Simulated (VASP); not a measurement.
# TmI4 (I4/m) in VASP: a series of runs

The runs below take TmI4 through relaxation of cell and atoms, with PBE.

Everything below comes from runs of VASP 6.6.1. Logs are shortened: lines on timing, memory, paths and dates and some standing lists are left out, and cuts for length are marked.

## 1. The cell of the first run

Symmetry: I4/m, No. 87, tetragonal system. Conventional cell: a = 8.392 Å, b = 8.392 Å, c = 5.187 Å, α = 90.00°, β = 90.00°, γ = 90.00°. Within 4.9 Å of Tm (site symmetry 4/m) lie 12 I at 3.71 to 3.74 Å. I (site symmetry m) has 9 I at 3.70 to 3.76 Å and 3 Tm at 3.71 to 3.74 Å within 4.9 Å.

The cell was generated, and may not be a known phase.

## 2. Relaxation of cell and atoms, PBE

The input, INCAR:

```
ALGO     = Normal         # electronic algorithm
EDIFF    = 1E-7           # SCF threshold, eV
EDIFFG   = -0.08          # ionic threshold
ENCUT    = 500            # plane-wave cutoff, eV
GGA      = PE             # functional
GGA_COMPAT= False        
IBRION   = 2              # ionic algorithm
ISIF     = 3              # what is computed and relaxed
ISMEAR   = 0              # smearing method
LASPH    = True           # aspherical terms in the spheres
LCHARG   = False          # write CHGCAR
LMAXMIX  = 6              # l up to which the mixer works
LREAL    = False          # projectors in reciprocal space
LWAVE    = False          # write WAVECAR
NELM     = 200            # most SCF steps
NELMIN   = 4            
NSW      = 36             # ionic steps
PREC     = Accurate       # precision mode
SIGMA    = 0.2            # smearing width, eV
```

The input, KPOINTS:

```
k-points
0
Gamma
  4 4 4
```

The input, POSCAR:

```
TmI4
1.0
   -4.1959353600      4.1959353600      2.5935089600
    4.1959353600     -4.1959353600      2.5935089600
    4.1959353600      4.1959353600     -2.5935089600
Tm I
1 4
Direct
    0.0000000000      0.0000000000      0.0000000000
    0.2001491300      0.3988251000      0.5989742300
    0.7998508700      0.6011749000      0.4010257700
    0.3988251000      0.7998508700      0.1986759800
    0.6011749000      0.2001491300      0.8013240200
```

Potentials or basis: VASP PAW PBE potentials, release 64 (Tm_3, I), 4f in core.

On the command line:

```sh
$ cat potpaw_PBE.64/Tm_3/POTCAR potpaw_PBE.64/I/POTCAR > POTCAR
$ mpirun -np 1 vasp_std > vasp.out
```

OUTCAR:

```text
EDIFF = 1E-7
   EDIFFG = -0.08
   ENCUT = 500
   GGA = PE
   IBRION = 2
   ISIF = 3
   ISMEAR = 0
   LASPH = True
   LREAL = False
   NELM = 200
   NELMIN = 4
   NSW = 36
   PREC = Accurate

 ion  position               nearest neighbor table
   1  0.000  0.000  0.000-
   2  0.200  0.399  0.599-
   3  0.800  0.601  0.401-
   4  0.399  0.800  0.199-
   5  0.601  0.200  0.801-

  LATTYP: Found a body centered tetragonal cell.
 ALAT       =     8.3918707200
 C/A-ratio  =     0.6181003132

  Lattice vectors:

 A1 = (  -4.1959353600,   4.1959353600,   2.5935089600)
 A2 = (   4.1959353600,  -4.1959353600,   2.5935089600)
 A3 = (   4.1959353600,   4.1959353600,  -2.5935089600)

Analysis of symmetry for initial positions (statically):
=====================================================================
 Subroutine PRICEL returns:
 Original cell was already a primitive cell.

 Routine SETGRP: Setting up the symmetry group for a
 body centered tetragonal supercell.

 Subroutine GETGRP returns: Found  8 space group operations
 (whereof  8 operations were pure point group operations)
 out of a pool of 16 trial point group operations.

The static configuration has the point symmetry C_4h.

Analysis of symmetry for dynamics (positions and initial velocities):
=====================================================================
 Subroutine PRICEL returns:
 Original cell was already a primitive cell.

 Routine SETGRP: Setting up the symmetry group for a
 body centered tetragonal supercell.

 Subroutine GETGRP returns: Found  8 space group operations
 (whereof  8 operations were pure point group operations)
 out of a pool of 16 trial point group operations.

The dynamic configuration has the point symmetry C_4h.

 Subroutine INISYM returns: Found  8 space group operations
 (whereof  8 operations are pure point group operations),
 and found     1 'primitive' translations

----------------------------------------------------------------------------------------

                                     Primitive cell

  volume of cell :     182.6440

  direct lattice vectors                    reciprocal lattice vectors
    -4.195935360  4.195935360  2.593508960     0.000000000  0.119162942  0.192789000
     4.195935360 -4.195935360  2.593508960     0.119162942  0.000000000  0.192789000
     4.195935360  4.195935360 -2.593508960     0.119162942  0.119162942  0.000000000

  length of vectors
     6.475958293  6.475958293  6.475958293     0.226643785  0.226643785  0.168521848

  position of ions in fractional coordinates (direct lattice)
     0.000000000  0.000000000  0.000000000
     0.200149130  0.398825100  0.598974230
     0.799850870  0.601174900  0.401025770
     0.398825100  0.799850870  0.198675980
     0.601174900  0.200149130  0.801324020

  ion indices of the primitive-cell ions
   primitive index   ion index
                 1           1
                 2           2
                 3           3
                 4           4
                 5           5

----------------------------------------------------------------------------------------

 KPOINTS: k-points

Automatic generation of k-mesh.
 Grid dimensions read from file:
 generate k-points for:    4    4    4

 Generating k-lattice:

  Cartesian coordinates                     Fractional coordinates (reciprocal lattice)
     0.000000000  0.029790735  0.048197250     0.250000000  0.000000000 -0.000000000
     0.029790735  0.000000000  0.048197250     0.000000000  0.250000000 -0.000000000
     0.029790735  0.029790735  0.000000000     0.000000000  0.000000000  0.250000000

  Length of vectors
     0.056660946  0.056660946  0.042130462

  Shift w.r.t. Gamma in fractional coordinates (k-lattice)
     0.000000000  0.000000000  0.000000000

 Subroutine IBZKPT returns following result:
 ===========================================

 Found     14 irreducible k-points:

 Following reciprocal coordinates:
            Coordinates               Weight
  0.000000  0.000000  0.000000      1.000000
  0.250000  0.000000 -0.000000      8.000000
  0.500000  0.000000 -0.000000      4.000000
  0.250000  0.250000 -0.000000      8.000000
  0.500000  0.250000 -0.000000      8.000000
 -0.250000  0.500000 -0.000000      8.000000
 -0.250000  0.250000  0.000000      4.000000
  0.500000  0.500000 -0.000000      2.000000
  0.250000  0.250000  0.250000      2.000000
 -0.250000  0.250000  0.250000      4.000000
  0.500000  0.500000  0.250000      4.000000
 -0.250000  0.500000  0.250000      8.000000
 -0.250000 -0.250000  0.250000      2.000000
  0.500000  0.500000  0.500000      1.000000
   k-points           NKPTS =     14   k-points in BZ     NKDIM =     14   number of bands    NBANDS=     22
   number of dos      NEDOS =    301   number of ions     NIONS =      5
   total plane-waves  NPLWV = 110592
   dimension x,y,z NGX =    48 NGY =   48 NGZ =   48
   dimension x,y,z NGXF=    96 NGYF=   96 NGZF=   96
   ions per type =               1   4
   NGX,Y,Z   is equivalent  to a cutoff of  12.32, 12.32, 12.32 a.u.
   NGXF,Y,Z  is equivalent  to a cutoff of  24.64, 24.64, 24.64 a.u.
 SYSTEM =  unknown system
   PREC   = accura    normal or accurate (medium, high low for compatibility)
   ISTART =      0    job   : 0-new  1-cont  2-samecut
   ICHARG =      2    charge: 1-file 2-atom 10-const
   ISPIN  =      1    spin polarized calculation?
   LNONCOLLINEAR =      F non collinear calculations
   LSORBIT =      F    spin-orbit coupling
   LASPH  =      T    aspherical Exc in radial PAW
   ENCUT  =  500.0 eV  36.75 Ry    6.06 a.u.  11.81 11.81 11.81*2*pi/ulx,y,z
   NELM   =    200;   NELMIN=  4; NELMDL= -5     # of ELM steps
   EDIFF  = 0.1E-06   stopping-criterion for ELM
   LREAL  =      F    real-space projection
   EDIFFG = -.8E-01   stopping-criterion for IOM
   NSW    =     36    number of steps for IOM
   IBRION =      2    ionic relax: 0-MD 1-quasi-New 2-CG
   NFREE  =      1    steps in history (QN), initial steepest desc. (CG)
   ISIF   =      3    stress and relaxation
   ISYM   =      2    0-nonsym 1-usesym 2-fastsym
   POTIM  = 0.5000    time-step for ionic-motion
   TEBEG  =    0.0;   TEEND  =   0.0 temperature during run
   PSTRESS=    0.0 pullay stress
   NELECT =      37.0000    total number of electrons
   NUPDOWN=      -1.0000    fix difference up-down
   EMIN   =  10.00;   EMAX   =-10.00  energy-range for DOS
   EFERMI =   0.00;   METHOD = LEGACY
   ISMEAR =     0;   SIGMA  =   0.20  broadening in eV -4-tet -1-fermi 0-gaus
   EFERMI_NEDOS =   21; number of points for ismear=-14 and -15
   IALGO  =     38    algorithm
   IMIX   =      4    mixing-type and parameters
     AMIX     =   0.40;   BMIX     =  1.00
     AMIX_MAG =   1.60;   BMIX_MAG =  1.00
  volume/ion in A,a.u.               =      36.53       246.51
  Fermi-wavevector in a.u.,A,eV,Ry     =   0.961480  1.816934 12.577824  0.924444
  Thomas-Fermi vector in A             =   2.090856
   LORBIT       =      0    0 simple, 1 ext, 2 COOP (PROOUT), +10 PAW based schemes
   GGA     = PE    functional components
   LHFCALC =     F    Hartree Fock is set to
   AEXX    =    0.0000 exact exchange contribution
   IVDW    =     0    specifies the selected vdW correction
   LEPSILON=     F    determine dielectric tensor
   LRPA    =     F    only Hartree local field effects (RPA)
 conjugate gradient relaxation of ions
 non-spin polarized calculation
 Gauss-broadening in eV      SIGMA  =   0.20
  energy-cutoff  :      500.00
  volume of cell :      182.64
 maximum number of plane-waves:      4658
   NGX = 23   NGY = 23   NGZ = 23

--------------------------------------- Ionic step        1  -------------------------------------------

 number of electron      37.0000002 magnetization

 Free energy of the ion-electron system (eV)
  ---------------------------------------------------
  ext. energy  EPLUGINS =         0.00000000
  ---------------------------------------------------
  free energy    TOTEN  =       -12.26626495 eV

  energy without entropy =      -12.14971324  energy(sigma->0) =      -12.20798910

------------------------ aborting loop because EDIFF is reached ----------------------------------------

  FORCE on cell =-STRESS in cart. coord.  units (eV):
  Direction    XX          YY          ZZ          XY          YZ          ZX
  --------------------------------------------------------------------------------------
  -------------------------------------------------------------------------------------
  Total       -3.5955990     -3.5955990     -3.2337861      0.0000001     -0.0000000      0.0000000
  in kB      -31.5410764    -31.5410764    -28.3672055      0.0000008     -0.0000000      0.0000000
  external PRESSURE =     -30.4831194 kB  Pullay stress =       0.0000000 kB
[... 98 lines left out ...]
  FREE ENERGIE OF THE ION-ELECTRON SYSTEM (eV)
  ---------------------------------------------------
  free  energy   TOTEN  =       -12.5633436634 eV

  energy  without entropy=      -12.4588178343  energy(sigma->0) =      -12.51108075

 E-fermi :   4.8855     XC(G=0):  -9.2867

 val. band max:        4.8140052325   @ k =   0.2500   0.2500   0.2500
 cond. band min:       4.8911797767   @ k =   0.5000   0.2500  -0.0000
 fundamental gap:      0.0771745442
 Fermi energy:         4.8854598807

 k-point     1 :       0.0000    0.0000    0.0000
  band No.  band energies     occupation
      1     -22.1103      2.00000
      2     -22.1103      2.00000
      3     -22.0516      2.00000
      4      -8.6949      2.00000
      5      -6.9431      2.00000
      6      -6.9431      2.00000
[... 339 lines left out ...]
     21       6.7662      0.00000
     22       7.1142      0.00000

[... ionic steps 4 to 11 ...]

--------------------------------------- Ionic step       12  -------------------------------------------

 number of electron      37.0000005 magnetization

------------------------ aborting loop because EDIFF is reached ----------------------------------------
[... 34 lines left out ...]
--------------------------------------- Ionic step       13  -------------------------------------------

 number of electron      37.0000015 magnetization

 E-fermi :  -0.4501     XC(G=0):  -6.4156

 val. band max:       -0.5552500894   @ k =  -0.2500   0.5000   0.2500
 cond. band min:      -0.4329802843   @ k =  -0.2500  -0.2500   0.2500
 fundamental gap:      0.1222698051
 Fermi energy:        -0.4500840871

 k-point     1 :       0.0000    0.0000    0.0000
  band No.  band energies     occupation
      1     -26.7956      2.00000
      2     -26.7956      2.00000
      3     -26.7834      2.00000
      4     -12.2440      2.00000
      5     -11.9321      2.00000
      6     -11.9321      2.00000
[... 377 lines left out ...]
--------------------------------------- Ionic step       14  -------------------------------------------

 number of electron      37.0000005 magnetization

 Free energy of the ion-electron system (eV)
  ---------------------------------------------------
  ext. energy  EPLUGINS =         0.00000000
  ---------------------------------------------------
  free energy    TOTEN  =       -14.81233809 eV

  energy without entropy =      -14.74665434  energy(sigma->0) =      -14.77949622

 E-fermi :   0.9771     XC(G=0):  -7.1726

 val. band max:        0.9309115916   @ k =  -0.2500   0.5000   0.2500
 cond. band min:       1.0374477356   @ k =   0.2500   0.2500   0.2500
 fundamental gap:      0.1065361439
 Fermi energy:         0.9771332083

 k-point     1 :       0.0000    0.0000    0.0000
  band No.  band energies     occupation
      1     -24.7401      2.00000
      2     -24.7401      2.00000
      3     -24.6927      2.00000
      4     -11.4771      2.00000
      5     -10.9002      2.00000
      6     -10.9002      2.00000
[... 371 lines left out ...]
  FREE ENERGIE OF THE ION-ELECTRON SYSTEM (eV)
  ---------------------------------------------------
  free  energy   TOTEN  =       -14.8123380886 eV

  energy  without entropy=      -14.7466543447  energy(sigma->0) =      -14.77949622

 reached required accuracy - stopping structural energy minimisation
```

Wall time 8.6 min (1 thread of AMD EPYC 9R45 (Zen 5), shared host); peak memory 0.33 GiB.

What came out:

```
Free energy                           : -14.8123 eV
Relaxed volume                        : 48.94 Å³/atom
Relaxed cell                          : a = 8.298 Å, b = 8.298 Å, c = 8.298 Å, α = 92.92°, β = 92.92°, γ = 153.92°
Space group after relaxing (to 0.1 Å) : I4/m (No. 87)
Energy gained by relaxing             : 509.2 meV/atom
Ionic steps                           : 14
Pressure after relaxing               : 0.0 GPa
Largest force after relaxing          : 0.072 eV/Å
Band gap on the k mesh                : zero (an odd number of electrons rules out a gap without spin polarisation)
```

Forces on the atoms (eV/Å):
```
Tm   0.000  0.000  0.000
I    0.038  0.062  0.000
I   -0.038 -0.062  0.000
I   -0.062  0.038  0.000
I    0.062 -0.038  0.000
```

The path:
| step | energy change (eV) | largest force (eV/Å) | pressure (GPa) | volume (Å³) |
| --- | --- | --- | --- | --- |
| 1 | 0.0000 | 0.6800 | -3.05 | 182.64 |
| 2 | -0.2839 | 0.5810 | -0.29 | 164.88 |
| 3 | -0.2971 | 0.5409 | 0.68 | 160.62 |
| 4 | -0.3609 | 0.4000 | 0.59 | 161.30 |
| 5 | -0.4300 | 0.1749 | 0.67 | 163.12 |
| 6 | -0.5002 | 0.2365 | 0.21 | 166.46 |
| 7 | -0.7895 | 0.3488 | -0.68 | 176.31 |
| 8 | -1.5988 | 0.2646 | -1.52 | 195.02 |
| 9 | -2.5034 | 0.0207 | -0.01 | 226.77 |
| 10 | -2.5316 | 0.1450 | 0.56 | 231.99 |
| 11 | -2.4780 | 0.2870 | 1.45 | 237.29 |
| 12 | -2.5234 | 0.2049 | 0.91 | 234.28 |
| 13 | -1.9939 | 0.9684 | -2.76 | 299.65 |
| 14 | -2.5461 | 0.0725 | -0.04 | 244.68 |

Final structure:
```yaml
crystal:
  lattice:
    - [-5.71634, 5.71634, 1.87202]
    - [5.71634, -5.71634, 1.87202]
    - [5.71634, 5.71634, -1.87202]
  atoms:
    - { symbol: Tm, position: [0.00000, 0.00000, 0.00000] }
    - { symbol: I, position: [0.28752, 0.42842, 0.71594] }
    - { symbol: I, position: [0.71248, 0.57158, 0.28406] }
    - { symbol: I, position: [0.42842, 0.71248, 0.14090] }
    - { symbol: I, position: [0.57158, 0.28752, 0.85910] }
```

Caveat: the volume moved by over 15 % at a fixed basis, so the end points are rough; spin-orbit coupling is left out, which moves the levels of the heavy elements; this functional lacks dispersion, which binds layers or chains, so the pressure and a relaxed spacing across them are unreliable; the 4f electrons are frozen in the core, so they carry no moment and show no levels; an odd number of electrons without spin polarisation forces a metal; a magnetic or distorted state may lie lower; the run has no spin polarisation, though such a crystal can be magnetic; the relaxation stopped at a loose force limit of 0.08 eV/Å, so its end isn't a converged minimum.

(Continued in part 2 of 2.)

The gap in the log of VASP goes by the Fermi energy; the results here count the filled bands.